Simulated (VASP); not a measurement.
Input of a VASP 6.6.1 run:

The input INCAR:

```
SYSTEM = CdH6
ALGO = Normal
EDIFF = 1E-8
ENCUT = 520
GGA = PE
IBRION = 8
ISIF = 2
ISMEAR = 0
LASPH = .True.
LCHARG = .False.
LEPSILON = .True.
LREAL = .False.
LWAVE = .False.
NBANDS = 18
NELM = 80
NSW = 1
PREC = Accurate
SIGMA = 0.01
```

Contents of KPOINTS:

```
k-points
0
Gamma
  4 4 4
  0 0 0
```

File POSCAR:

```
CdH6
1.0
    6.0969981679      0.0000000000      0.0000000000
    0.0000000000      6.0969981679      0.0000000000
    0.0000000000      0.0000000000      6.0969981679
Cd H
1 6
Direct
    0.0000000000      0.0000000000      0.0000000000
    0.0615302000      0.5000000000      0.5000000000
    0.5000000000      0.0615302000      0.5000000000
    0.9384698000      0.5000000000      0.5000000000
    0.5000000000      0.9384698000      0.5000000000
    0.5000000000      0.5000000000      0.0615302000
    0.5000000000      0.5000000000      0.9384698000
```

Potentials or basis: VASP PAW PBE potentials, release 64 (Cd, H).

Command:

```sh
$ cat potpaw_PBE.64/Cd/POTCAR potpaw_PBE.64/H/POTCAR > POTCAR
$ mpirun -np 1 vasp_std > vasp.out
```

**Question.** Estimate the electronic dielectric tensor (diagonal).

**Answer.** 1.64.

**Question.** What does it give for the Born charges (mean of the diagonal)?

**Answer.** Cd +0.03; H -0.01 e.

**Question.** What does it give for the most unstable mode?

**Answer.** 146i cm⁻¹.

Phonon frequencies in cm⁻¹ (negative: imaginary):
| q point | frequencies |
| --- | --- |
| (0.000, 0.000, 0.000) | -146 -146 -146 -81 -81 -81 -14 -14 -14 32 32 32 64 64 64 70 70 70 4324 4324 4326 |

Caveat: some modes are imaginary.
